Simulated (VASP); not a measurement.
Ba:

```xyz
2
Lattice="0.0000 4.3400 4.3400 4.3400 0.0000 4.3400 4.3400 4.3400 0.0000" Properties=species:S:1:pos:R:3 pbc="T T T"
Ba    0.0000    0.0000    0.0000
Ba    2.1700    2.1700    2.1700
```

This isn't the form of Ba at room conditions, which is bcc.

- Program: VASP 6.6.1
- Task: relaxation of cell and atoms
- Functional: PBE
- Potentials or basis: VASP PAW PBE potentials, release 64 (Ba_sv)
- Cutoff: 600 eV
- k mesh: 9 × 9 × 9
- Occupations: methfessel-paxton, width 0.05 eV
- Spin: no spin polarisation

At the start: pressure -0.3 GPa; volume 81.75 Å³/atom.

**Question.** How do energy, volume and symmetry change on relaxing?

**Answer.** Over 8 steps the energy falls by 57.5 meV/atom and the volume is 59.29 Å³/atom (-27.5 %); space group Fd-3m (No. 227, to 0.1 Å) before and after.

The path:
| step | energy change (eV) | largest force (eV/Å) | pressure (GPa) | volume (Å³) |
| --- | --- | --- | --- | --- |
| 1 | 0.0000 | 0.0000 | -0.27 | 163.49 |
| 2 | -0.0054 | 0.0000 | -0.26 | 160.24 |
| 3 | -0.0240 | 0.0000 | -0.44 | 150.75 |
| 4 | -0.0856 | 0.0000 | -0.55 | 132.90 |
| 5 | -0.0281 | 0.0000 | 2.05 | 101.55 |
| 6 | -0.1093 | 0.0000 | -0.30 | 124.21 |
| 7 | -0.1145 | 0.0000 | 0.09 | 116.99 |
| 8 | -0.1149 | 0.0000 | -0.01 | 118.58 |

Final structure:
```cif
data_structure
_symmetry_space_group_name_H-M 'P 1'
_symmetry_Int_Tables_number 1
_cell_length_a 5.5146
_cell_length_b 5.5146
_cell_length_c 5.5146
_cell_angle_alpha 60.000
_cell_angle_beta 60.000
_cell_angle_gamma 60.000
_cell_volume 118.58
loop_
_atom_site_label
_atom_site_type_symbol
_atom_site_fract_x
_atom_site_fract_y
_atom_site_fract_z
_atom_site_occupancy
Ba1 Ba 0.00000 0.00000 0.00000 1
Ba2 Ba 0.25000 0.25000 0.25000 1
```

Caveat: the volume moved by over 15 % at a fixed basis, so the end points are rough.
